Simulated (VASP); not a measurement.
Set up this calculation in VASP 6.6.1, as the native input.

```
Task                   : single point
Functional             : PBEsol
Potentials or basis    : VASP PAW PBE potentials, release 64 (Sb)
Cutoff                 : 520 eV
k mesh                 : 16 × 16 × 16
Occupations            : gaussian, width 0.15 eV
Spin                   : no spin polarisation
Dipole correction      : no
Further INCAR settings : ALGO = Normal; EDIFF = 1e-07; NBANDS = 8
```

The structure of Sb lies in POSCAR:

```
Sb
1.0
    2.8153816747      0.0000000000      0.0000000000
    0.0000000000      2.8153816747      0.0000000000
    0.0000000000      0.0000000000      3.9809496880
Sb
1
Direct
    0.0000000000      0.0000000000      0.0000000000
```

This cell differs from its parent crystal: ratio of the length along z to the lengths across it x 1.414, volume and fractional coordinates fixed.

The input as run:

INCAR

```
PREC     = Accurate       # precision mode
ENCUT    = 520            # plane-wave cutoff, eV
EDIFF    = 1E-7           # SCF threshold, eV
ISMEAR   = 0              # smearing method
SIGMA    = 0.15           # smearing width, eV
LREAL    = False          # projectors in reciprocal space
LASPH    = True           # aspherical terms in the spheres
NELM     = 100            # most SCF steps
ALGO     = Normal         # electronic algorithm
ISIF     = 2              # what is computed and relaxed
LWAVE    = False          # write WAVECAR
LCHARG   = True           # write CHGCAR
GGA      = PS             # functional
LELF     = True           # ELF
LVHAR    = True         
NBANDS   = 8              # bands
```

KPOINTS

```
Automatic mesh
0
Gamma
  16 16 16
```

Potentials or basis: VASP PAW PBE potentials, release 64 (Sb).

Command:

```console
$ cat potpaw_PBE.64/Sb/POTCAR > POTCAR
$ mpirun -np 1 vasp_std > vasp.out
```

Results of the run:

| Quantity | Value |
| --- | --- |
| Pressure | 5.7 GPa |

Caveat: the PAW data sets were made with another functional, which shifts forces and pressure a little.

Wall time 120 s on 1 thread of AMD EPYC 7R43 64-Core Processor (Zen 3) (shared host), peak memory 0.19 GiB.
